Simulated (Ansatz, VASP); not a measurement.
## Two plane-wave programs on La

```
La
1.0
     3.82049    0.00000    0.00000
    -1.91024    3.30864    0.00000
     0.00000    0.00000    6.01441
La
2
Direct
  0.00000 0.00000 0.00000
  0.33333 0.66667 0.50000
```

Alike in both runs: functional r2SCAN; k mesh 17 × 17 × 9; no spin polarisation.

Ansatz relaxed the structure, and its values are those at the end. VASP's run is a single point on that final structure, the one shown.

|  | VASP | Ansatz |
| --- | --- | --- |
| version | VASP 6.6.1 | Ansatz 0.2.0 |
| potentials or method | VASP PAW PBE potentials, release 64 (La) | plane-wave PAW, scalar-relativistic |
| plane-wave cutoff (eV) | 550 | 500 |
| occupations | methfessel-paxton of order 1, width 0.1 eV | cold, width 0.1 eV |
| valence electrons in the cell | 22 | 22 |

Ansatz gave:

- pressure (GPa): 0.0

Question: What did VASP give for the same quantities?

Answer: Pressure (GPa): 0.1.

VASP's potentials were made for PBE, not for r2SCAN.

Neither program's run includes spin-orbit coupling.
